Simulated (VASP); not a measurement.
Wanted: the native input for a VASP 6.6.1 run.

```
Task                   : single point
Functional             : PBE
Potentials or basis    : VASP PAW PBE potentials, release 64 (Sb)
Cutoff                 : 520 eV
k mesh                 : 4 × 10 × 8
Occupations            : gaussian, width 0.1 eV
Spin                   : no spin polarisation
Dipole correction      : no
Further INCAR settings : ALGO = Normal; EDIFF = 1e-06; NBANDS = 30
```

The structure of Sb lies in POSCAR:

```
Sb
1.0
   12.7275122732      0.0000000000      0.0000000000
    0.0000000000      4.3532974933      0.0000000000
    0.0000000000      0.0000000000      4.5955687389
Sb
8
Direct
    0.1280024772      0.2500000000      0.3227418211
    0.3719975228      0.7500000000      0.8227418211
    0.6280024772      0.2500000000      0.1772581789
    0.8719975228      0.7500000000      0.6772581789
    0.1386158053      0.7500000000      0.7533223407
    0.3613841947      0.2500000000      0.2533223407
    0.6386158053      0.7500000000      0.7466776593
    0.8613841947      0.2500000000      0.2466776593
```

One way to write it, as run:

INCAR

```
SYSTEM = Sb
ALGO = Normal ; EDIFF = 1E-6
ENCUT = 520 ; GGA = PE
ISIF = 2 ; ISMEAR = 0
LASPH = .True. ; LCHARG = .False.
LREAL = .False. ; LWAVE = .False.
NBANDS = 30 ; NELM = 60
PREC = Accurate ; SIGMA = 0.1
```

KPOINTS

```
k-points
0
Gamma
  4 10 8
  0 0 0
```

Potentials or basis: VASP PAW PBE potentials, release 64 (Sb).

Launch:

```console
$ cat potpaw_PBE.64/Sb/POTCAR > POTCAR
$ mpirun -np 1 vasp_std > vasp.out
```

It gave:

```json
{
 "Pressure": "0.0 GPa",
 "Largest force": "0.036 eV/Å",
 "Band gap on the k mesh": "zero (band 20 reaches 6.71 eV, above the bottom of band 21 at 6.43 eV)"
}
```

Caveat: spin-orbit coupling is left out, which moves the levels of the heavy elements.

Wall time 5.9 min on 1 thread of Intel(R) Xeon(R) 6975P-C (Granite Rapids), on a shared host, peak memory 0.64 GiB.
